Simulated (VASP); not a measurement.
Set up this calculation in VASP 6.6.1, as the native input.

- Task: single point
- Functional: PBEsol
- Potentials or basis: VASP PAW PBE potentials, release 64 (K_sv, Ta_pv, O)
- Cutoff: 520 eV
- k mesh: 8 × 8 × 8
- Occupations: gaussian, width 0.05 eV
- Spin: no spin polarisation
- Dipole correction: no
- Further INCAR settings: ALGO = Normal; EDIFF = 1e-06; NBANDS = 27

The structure of KTaO3 lies in POSCAR:

```
KTaO3
1.0
    3.8635830917      0.0000000000      0.0000000000
    0.0000000000      3.8635830917      0.0000000000
    0.0000000000      0.0000000000      4.2499414009
K Ta O
1 1 3
Direct
    0.5000000000      0.5000000000      0.5000000000
    0.0000000000      0.0000000000      0.0000000000
    0.5000000000      0.0000000000      0.0000000000
    0.0000000000      0.5000000000      0.0000000000
    0.0000000000      0.0000000000      0.5000000000
```

This cell differs from its parent crystal: ratio of the length along z to the lengths across it x 1.1, volume and fractional coordinates fixed.

These files were run (other wordings do the same):

INCAR

```
ALGO = Normal ; EDIFF = 1E-6
ENCUT = 520 ; GGA = PS
ISIF = 2 ; ISMEAR = 0
LASPH = T ; LCHARG = F
LREAL = F ; LWAVE = F
NBANDS = 27 ; NELM = 80
PREC = Accurate ; SIGMA = 0.05
```

KPOINTS

```
k-points
0
Gamma
  8 8 8
```

Potentials or basis: VASP PAW PBE potentials, release 64 (K_sv, Ta_pv, O).

Run with:

```console
$ cat potpaw_PBE.64/K_sv/POTCAR potpaw_PBE.64/Ta_pv/POTCAR potpaw_PBE.64/O/POTCAR > POTCAR
$ mpirun -np 1 vasp_std > vasp.out
```

Results of the run:

```json
{"Pressure": "3.7 GPa", "Band gap on the k mesh": "1.96 eV (least direct gap 2.43 eV)"}
```

Caveat: the cell stands under pressure; the PAW data sets were made with another functional, which shifts forces and pressure a little; spin-orbit coupling is left out, which moves the levels of the heavy elements.

Run time: 2.1 min on 1 thread of Intel Xeon 8259CL (shared host), peak memory 0.26 GiB.
